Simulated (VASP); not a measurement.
**HfH3: relaxation of cell and atoms with BLYP+D3(BJ)**

HfH3:

```
Hf H
1.0
     3.08455    0.00000    0.00000
     0.00000    3.08455    0.00000
     0.00000    0.00000    3.08455
Hf H
1 3
Direct
  0.00000 0.00000 0.00000
  0.00000 0.50000 0.50000
  0.50000 0.00000 0.50000
  0.50000 0.50000 0.00000
```

| Property | Result |
| --- | --- |
| Program | VASP 6.6.1 |
| Task | relaxation of cell and atoms |
| Functional | BLYP |
| Dispersion | D3(BJ) |
| Potentials or basis | VASP PAW PBE potentials, release 64 (Hf_pv, H) |
| Cutoff | 600 eV |
| k mesh | 7 × 7 × 7 |
| Occupations | methfessel-paxton, width 0.1 eV |
| Spin | no spin polarisation |
| Dipole correction | no |
| Further INCAR settings | ALGO = Normal; EDIFF = 1e-06; IBRION = 2; EDIFFG = -0.01; NSW = 80; ISIF = 3 |

```
Relaxed volume                         : 7.08 Å³/atom
Relaxed cell                           : a = 3.048 Å, b = 3.048 Å, c = 3.048 Å, α = 90.00°, β = 90.00°, γ = 90.00°
Space group after relaxing (to 0.05 Å) : Pm-3m (No. 221)
Energy gained by relaxing              : 4.2 meV/atom
Ionic steps                            : 3
Pressure after relaxing                : 0.0 GPa
Dispersion energy per atom             : -0.447 eV
```

The path:
```tsv
step	energy change (eV)	largest force (eV/Å)	pressure (GPa)	volume (Å³)
1	0.0000	0.0000	-5.02	29.35
2	-0.0168	0.0000	-0.38	28.38
3	-0.0169	0.0000	-0.02	28.31
```

Final structure:
```
Hf H
1.0
     3.04782    0.00000    0.00000
     0.00000    3.04782    0.00000
     0.00000    0.00000    3.04782
Hf H
1 3
Direct
  0.00000 0.00000 0.00000
  0.00000 0.50000 0.50000
  0.50000 0.00000 0.50000
  0.50000 0.50000 0.00000
```

Levels at points of the mesh, in eV from the Fermi level:
| k point | band 4 | band 5 | band 6 | band 7 | band 8 | band 9 |
| --- | --- | --- | --- | --- | --- | --- |
| (0.00, 0.00, 0.00) | -11.81 | -4.89 | -4.89 | 4.42 | 4.42 | 4.42 |

It took 77 s on 1 thread of Intel Xeon 8259CL, on a shared host, peak memory 0.17 GiB.

Caveat: the PAW data sets were made with another functional, which shifts forces and pressure a little; spin-orbit coupling is left out, which moves the levels of the heavy elements; pairwise dispersion overbinds metals, which lowers pressure and volume.
